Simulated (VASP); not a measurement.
Write the native input for VASP 6.6.1 that does the following.

| Quantity | Value |
| --- | --- |
| Task | relaxation of cell and atoms |
| Functional | PBE |
| Potentials or basis | VASP PAW PBE potentials, release 64 (Ni, Si) |
| Cutoff | 600 eV |
| k mesh | 15 × 15 × 15 |
| Occupations | fermi-dirac, width 0.1 eV |
| Spin | no spin polarisation |
| Target pressure | 190 GPa |
| Dipole correction | no |
| Further INCAR settings | ALGO = Normal; EDIFF = 1e-06; IBRION = 2; EDIFFG = -0.005; NSW = 32; ISIF = 3 |

The structure of SiNi (zincblende type) lies in POSCAR:

```
SiNi
1.0
    0.0000000000      2.1243938500      2.1243938500
    2.1243938500      0.0000000000      2.1243938500
    2.1243938500      2.1243938500      0.0000000000
Ni Si
1 1
Direct
    0.0000000000      0.0000000000      0.0000000000
    0.2500000000      0.2500000000      0.2500000000
```

These files were run (other wordings do the same):

INCAR

```
SYSTEM = SiNi
  PREC = Accurate
  ENCUT = 600
  EDIFF = 1E-6
  ISMEAR = -1
  SIGMA = 0.1
  LREAL = .False.
  LASPH = .True.
  NELM = 80
  ALGO = Normal
  ISIF = 3
  LWAVE = .False.
  LCHARG = .False.
  GGA = PE
  IBRION = 2
  NSW = 32
  EDIFFG = -0.005
  PSTRESS = 1900.0
```

KPOINTS

```
Automatic mesh
0
Gamma
  15 15 15
  0 0 0
```

Potentials or basis: VASP PAW PBE potentials, release 64 (Ni, Si).

Command:

```sh
$ cat potpaw_PBE.64/Ni/POTCAR potpaw_PBE.64/Si/POTCAR > POTCAR
$ mpirun -np 1 vasp_std > vasp.out
```

Results of the run:

* Relaxed volume: 9.59 Å³/atom
* Relaxed cell: a = 3.004 Å, b = 3.004 Å, c = 3.004 Å, α = 60.00°, β = 60.00°, γ = 60.00°
* Space group after relaxing (to 0.1 Å): F-43m (No. 216)
* Energy change on relaxing (the run minimises the enthalpy): -1.5 meV/atom
* Ionic steps: 3
* Pressure after relaxing: 190.0 GPa
* Band gap on the k mesh: zero (bands 7 and 8 overlap by 9.71 eV)

Caveat: the cell is relaxed towards a set pressure, so the run minimises the enthalpy, not the energy.

Run time: 41 s on 1 thread of Intel Xeon 8259CL (shared host), peak memory 0.17 GiB.
